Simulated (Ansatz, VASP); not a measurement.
**Two plane-wave programs on H20CO9**

```xyz
30
Lattice="6.5132 0.0000 0.0000 0.0000 6.5132 0.0000 0.0000 0.0000 6.5132" Properties=species:S:1:pos:R:3 pbc="T T T"
O     1.2524    0.5758    1.0095
O     3.8555    3.8976    0.3521
O     3.8316    3.4259    2.9638
O     3.4948    1.0654    4.0397
O     5.6302    5.7783    6.2042
O     2.1628    4.4448    4.8435
O     5.3719    1.8303    5.5719
O     1.0343    1.5983    3.7987
O     5.0305    5.5129    3.6979
H     0.6611    0.0046    0.4495
H     1.9100    0.9502    0.3904
H     4.4536    4.6877    0.1619
H     3.0862    4.0375   -0.2869
H     3.8275    2.4497    3.2234
H     3.7398    3.5274    1.9569
H     2.4742    1.1341    3.9841
H     3.9241    0.1745    3.8195
H     5.4346    6.7662    6.1732
H     5.6378    5.5670    5.2127
H     2.3281    5.3942    4.6590
H     2.5885    3.9921    4.0533
H     4.5366    1.6178    5.0321
H     5.0982    2.5898    6.1470
H     0.7530    1.3570    2.8896
H     0.2489    1.7472    4.3953
H     5.5972    6.8687    2.2421
H     4.6091    4.5835    3.5235
H     6.8606    5.6697    2.7048
H     5.4630    5.1941    1.6872
C     5.7777    5.8167    2.5364
```

Alike in both runs: functional LDA; k mesh 1 × 1 × 1; occupations fermi-dirac, width 0.02 eV; no spin polarisation.

Ansatz relaxed the structure, and its values are those at the end. VASP's run is a single point on that final structure, the one shown.

```csv
,VASP,Ansatz
version,VASP 6.6.1,Ansatz 0.2.0
potentials or method,"VASP PAW LDA potentials, release 64 (O_h, H_h, C_h), cutoff 1000 eV","scalar-relativistic, plane waves, PAW"
valence electrons in the cell,78,78
```

Ansatz gave:

```
rms of the force components (eV/Å) : 0.093
```

Problem. Estimate VASP's values.

Solution. rms of the force components (eV/Å): 0.083.

LDA's correlation is that of Perdew and Zunger in VASP and of Perdew and Wang (1992) in Ansatz.
